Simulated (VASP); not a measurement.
# As (R-3m) in VASP: single point with PBEsol

Aim: the single point of As with PBEsol.

Program: VASP 6.6.1. These are calculated values, not measurements. Logs are shortened: lines on timing, memory, paths and dates and some standing lists are left out, and cuts for length are marked.

## 1. The cell of the first run

Symmetry: R-3m, No. 166, trigonal system. Conventional cell: a = 4.026 Å, b = 4.026 Å, c = 10.837 Å, α = 90.00°, β = 90.00°, γ = 120.00°. Within 5.3 Å of As (site symmetry -3m) lie 12 As at 4.03 to 4.30 Å.

## 2. Single point, PBEsol

File INCAR:

```
SYSTEM = As
  PREC = Accurate
  ENCUT = 520
  EDIFF = 1E-6
  ISMEAR = -1
  SIGMA = 0.1
  LREAL = .False.
  LASPH = .True.
  NELM = 80
  ALGO = Normal
  ISIF = 2
  LWAVE = .False.
  LCHARG = .True.
  GGA = PS
  LELF = .True.
  LVHAR = .True.
  NBANDS = 8
```

File KPOINTS:

```
Automatic mesh
0
Gamma
  6 6 6
  0 0 0
```

File POSCAR:

```
As
1.0
    2.0127500000      1.1620620000      3.6123330000
   -2.0127500000      1.1620620000      3.6123330000
    0.0000000000     -2.3241240000      3.6123330000
As
1
Direct
    0.0000000000      0.0000000000      0.0000000000
```

Potentials or basis: VASP PAW PBE potentials, release 64 (As).

Command:

```sh
> cat potpaw_PBE.64/As/POTCAR > POTCAR
> mpirun -np 1 vasp_std > vasp.out
```

OUTCAR:

```text
SYSTEM = As
   PREC = Accurate
   ENCUT = 520
   EDIFF = 1E-6
   ISMEAR = -1
   LREAL = .False.
   LASPH = .True.
   NELM = 80
   ISIF = 2
   GGA = PS

 ion  position               nearest neighbor table
   1  0.000  0.000  0.000-

  LATTYP: Found a trigonal (rhomboedric) cell.
 ALAT       =     4.2954045627
 COS(alpha) =     0.5608613771

  Lattice vectors:

 A1 = (   2.0127500000,   1.1620620000,   3.6123330000)
 A2 = (  -2.0127500000,   1.1620620000,   3.6123330000)
 A3 = (   0.0000000000,  -2.3241240000,   3.6123330000)

Analysis of symmetry for initial positions (statically):
=====================================================================
 Subroutine PRICEL returns:
 Original cell was already a primitive cell.

 Routine SETGRP: Setting up the symmetry group for a
 trigonal (rhombohedral) supercell.

 Subroutine GETGRP returns: Found 12 space group operations
 (whereof 12 operations were pure point group operations)
 out of a pool of 12 trial point group operations.

The static configuration has the point symmetry D_3d.

Analysis of symmetry for dynamics (positions and initial velocities):
=====================================================================
 Subroutine PRICEL returns:
 Original cell was already a primitive cell.

 Routine SETGRP: Setting up the symmetry group for a
 trigonal (rhombohedral) supercell.

 Subroutine GETGRP returns: Found 12 space group operations
 (whereof 12 operations were pure point group operations)
 out of a pool of 12 trial point group operations.

The dynamic configuration has the point symmetry D_3d.

 Subroutine INISYM returns: Found 12 space group operations
 (whereof 12 operations are pure point group operations),
 and found     1 'primitive' translations

----------------------------------------------------------------------------------------

                                     Primitive cell

  volume of cell :      50.6942

  direct lattice vectors                    reciprocal lattice vectors
     2.012750000  1.162062000  3.612333000     0.248416346  0.143423214  0.092276469
    -2.012750000  1.162062000  3.612333000    -0.248416346  0.143423214  0.092276469
     0.000000000 -2.324124000  3.612333000     0.000000000 -0.286846428  0.092276469

  length of vectors
     4.295404563  4.295404563  4.295404762     0.301323490  0.301323490  0.301323447

  position of ions in fractional coordinates (direct lattice)
     0.000000000  0.000000000  0.000000000

  ion indices of the primitive-cell ions
   primitive index   ion index
                 1           1

----------------------------------------------------------------------------------------

 KPOINTS: Automatic mesh

Automatic generation of k-mesh.
 Grid dimensions read from file:
 generate k-points for:    6    6    6

 Generating k-lattice:

  Cartesian coordinates                     Fractional coordinates (reciprocal lattice)
     0.041402724  0.023903869  0.015379411     0.166666667  0.000000000  0.000000000
    -0.041402724  0.023903869  0.015379411     0.000000000  0.166666667  0.000000000
     0.000000000 -0.047807738  0.015379411     0.000000000  0.000000000  0.166666667

  Length of vectors
     0.050220582  0.050220582  0.050220574

  Shift w.r.t. Gamma in fractional coordinates (k-lattice)
     0.000000000  0.000000000  0.000000000

 Subroutine IBZKPT returns following result:
 ===========================================

 Found     32 irreducible k-points:

 Following reciprocal coordinates:
            Coordinates               Weight
  0.000000  0.000000  0.000000      1.000000
  0.166667 -0.000000  0.000000      6.000000
  0.333333  0.000000  0.000000      6.000000
  0.500000 -0.000000  0.000000      3.000000
  0.166667  0.166667  0.000000      6.000000
  0.333333  0.166667  0.000000     12.000000
[... 16 lines left out ...]
  0.500000  0.500000  0.166667      6.000000
 -0.333333  0.500000  0.166667     12.000000
 [... further k-points ...]
   k-points           NKPTS =     32   k-points in BZ     NKDIM =     32   number of bands    NBANDS=      8
   number of dos      NEDOS =    301   number of ions     NIONS =      1
   total plane-waves  NPLWV =  32768
   dimension x,y,z NGX =    32 NGY =   32 NGZ =   32
   dimension x,y,z NGXF=    64 NGYF=   64 NGZF=   64
   ions per type =               1
   NGX,Y,Z   is equivalent  to a cutoff of  12.39, 12.39, 12.39 a.u.
   NGXF,Y,Z  is equivalent  to a cutoff of  24.77, 24.77, 24.77 a.u.
 SYSTEM =  As
   PREC   = accura    normal or accurate (medium, high low for compatibility)
   ISTART =      0    job   : 0-new  1-cont  2-samecut
   ICHARG =      2    charge: 1-file 2-atom 10-const
   ISPIN  =      1    spin polarized calculation?
   LNONCOLLINEAR =      F non collinear calculations
   LSORBIT =      F    spin-orbit coupling
   LASPH  =      T    aspherical Exc in radial PAW
   ENCUT  =  520.0 eV  38.22 Ry    6.18 a.u.   7.99  7.99  7.99*2*pi/ulx,y,z
   NELM   =     80;   NELMIN=  2; NELMDL= -5     # of ELM steps
   EDIFF  = 0.1E-05   stopping-criterion for ELM
   LREAL  =      F    real-space projection
   EDIFFG = 0.1E-04   stopping-criterion for IOM
   NSW    =      0    number of steps for IOM
   IBRION =     -1    ionic relax: 0-MD 1-quasi-New 2-CG
   NFREE  =      0    steps in history (QN), initial steepest desc. (CG)
   ISIF   =      2    stress and relaxation
   ISYM   =      2    0-nonsym 1-usesym 2-fastsym
   POTIM  = 0.5000    time-step for ionic-motion
   TEBEG  =    0.0;   TEEND  =   0.0 temperature during run
   PSTRESS=    0.0 pullay stress
   NELECT =       5.0000    total number of electrons
   NUPDOWN=      -1.0000    fix difference up-down
   EMIN   =  10.00;   EMAX   =-10.00  energy-range for DOS
   EFERMI =   0.00;   METHOD = LEGACY
   ISMEAR =    -1;   SIGMA  =   0.10  broadening in eV -4-tet -1-fermi 0-gaus
   EFERMI_NEDOS =   21; number of points for ismear=-14 and -15
   IALGO  =     38    algorithm
   IMIX   =      4    mixing-type and parameters
     AMIX     =   0.40;   BMIX     =  1.00
     AMIX_MAG =   1.60;   BMIX_MAG =  1.00
  volume/ion in A,a.u.               =      50.69       342.10
  Fermi-wavevector in a.u.,A,eV,Ry     =   0.756389  1.429369  7.784233  0.572125
  Thomas-Fermi vector in A             =   1.854499
   LORBIT       =      0    0 simple, 1 ext, 2 COOP (PROOUT), +10 PAW based schemes
   GGA     = PS    functional components
   LHFCALC =     F    Hartree Fock is set to
   AEXX    =    0.0000 exact exchange contribution
   IVDW    =     0    specifies the selected vdW correction
   LEPSILON=     F    determine dielectric tensor
   LRPA    =     F    only Hartree local field effects (RPA)
 non-spin polarized calculation
  energy-cutoff  :      520.00
  volume of cell :       50.69
 maximum number of plane-waves:      1394
   NGX = 15   NGY = 15   NGZ = 15

 number of electron       5.0000000 magnetization

 Free energy of the ion-electron system (eV)
  ---------------------------------------------------
  ext. energy  EPLUGINS =         0.00000000
  ---------------------------------------------------
  free energy    TOTEN  =        -2.21343947 eV

  energy without entropy =       -2.14141759  energy(sigma->0) =       -2.17742853

 E-fermi :  -1.0442     XC(G=0):  -7.0508

 val. band max:       -1.1137786387   @ k =   0.5000   0.1667   0.1667
 cond. band min:      -0.9560870362   @ k =   0.5000   0.3333   0.0000
 fundamental gap:      0.1576916026
 Fermi energy:        -1.0442107237

 k-point     1 :       0.0000    0.0000    0.0000
  band No.  band energies     occupation
      1     -11.3196      2.00000
      2      -0.1516      0.00027
      3       0.3362      0.00000
      4       0.3362      0.00000
      5       3.6620      0.00000
      6       7.6805      0.00000
      7       8.8741      0.00000
      8       8.8741      0.00000

 k-point     2 :       0.1667   -0.0000    0.0000
  band No.  band energies     occupation
      1     -11.1673      2.00000
      2      -0.8590      0.27135
      3      -0.1743      0.00033
      4       0.1915      0.00001
      5       4.6394      0.00000
      6       7.8400      0.00000
      7       8.1285      0.00000
      8       9.2565      0.00000

 k-point     3 :       0.3333    0.0000    0.0000
  band No.  band energies     occupation
      1     -10.8250      2.00000
      2      -2.4019      2.00000
      3      -0.3029      0.00121
      4      -0.0677      0.00011
      5       5.0449      0.00000
      6       7.7485      0.00000
      7       8.4000      0.00000
      8       8.7433      0.00000

 k-point     4 :       0.5000   -0.0000    0.0000
  band No.  band energies     occupation
      1     -10.6290      2.00000
      2      -3.0532      2.00000
      3      -0.3540      0.00201
      4      -0.1850      0.00037
      5       4.8821      0.00000
      6       7.4049      0.00000
      7       8.3895      0.00000
      8       8.8691      0.00000

 k-point     5 :       0.1667    0.1667    0.0000
  band No.  band energies     occupation
      1     -11.1323      2.00000
      2      -0.9040      0.39509
      3      -0.3306      0.00159
      4       0.0345      0.00004
      5       5.0150      0.00000
      6       7.0245      0.00000
      7       8.8645      0.00000
      8       8.9262      0.00000
[... 177 lines left out ...]
 k-point    22 :      -0.1667    0.3333    0.1667
  band No.  band energies     occupation
      1     -10.6042      2.00000
      2      -2.4333      2.00000
      3      -1.1831      1.60085
      4      -0.6173      0.02759
      5       5.8441      0.00000
      6       6.8046      0.00000
      7       7.3119      0.00000
      8      10.0022      0.00000

 k-point    23 :       0.5000    0.5000    0.1667
  band No.  band energies     occupation
      1     -10.5818      2.00000
      2      -2.4206      2.00000
      3      -1.5030      1.97985
      4      -0.5336      0.01205
      5       4.9839      0.00000
      6       6.0070      0.00000
      7       9.8079      0.00000
      8      11.3340      0.00000

 k-point    24 :      -0.3333    0.5000    0.1667
  band No.  band energies     occupation
      1     -10.4733      2.00000
      2      -2.4204      2.00000
      3      -1.5208      1.98312
      4      -1.1299      1.40414
      5       5.2349      0.00000
      6       6.6093      0.00000
      7       9.0227      0.00000
      8      10.0134      0.00000

 [... further k-points ...]
[... 5 lines left out ...]
  --------------------------------------------------------------------------------------
  -------------------------------------------------------------------------------------
  Total       -3.1079206     -3.1079219     -2.3593943      0.0000000      0.0000000      0.0000000
  in kB      -98.2250655    -98.2251070    -74.5680767      0.0000000      0.0000000      0.0000000
  external PRESSURE =     -90.3394164 kB  Pullay stress =       0.0000000 kB

 VOLUME and BASIS-vectors are now :
 -----------------------------------------------------------------------------
  energy-cutoff  :      520.00
  volume of cell :       50.69
      direct lattice vectors                 reciprocal lattice vectors
     2.012750000  1.162062000  3.612333000     0.248416346  0.143423214  0.092276469
    -2.012750000  1.162062000  3.612333000    -0.248416346  0.143423214  0.092276469
     0.000000000 -2.324124000  3.612333000     0.000000000 -0.286846428  0.092276469

 POSITION                                       TOTAL-FORCE (eV/Angst)
 -----------------------------------------------------------------------------------
      0.00000      0.00000      0.00000         0.000000      0.000000      0.000000
 -----------------------------------------------------------------------------------
    total drift:                                0.000000      0.000000      0.000000

  FREE ENERGIE OF THE ION-ELECTRON SYSTEM (eV)
  ---------------------------------------------------
  free  energy   TOTEN  =        -2.2134394706 eV

  energy  without entropy=       -2.1414175908  energy(sigma->0) =       -2.17742853
```

Wall time 4.9 s (1 thread of Intel Xeon 6975P-C (Granite Rapids), shared host); peak memory 0.17 GiB.

Results:

```
Free energy : -2.2134 eV
Pressure    : -9.0 GPa
```

Stress tensor (GPa, compression positive):
```
-9.82  0.00  0.00
 0.00 -9.82  0.00
 0.00  0.00 -7.46
```

Caveat: the PAW data sets were made with another functional, which shifts forces and pressure a little.
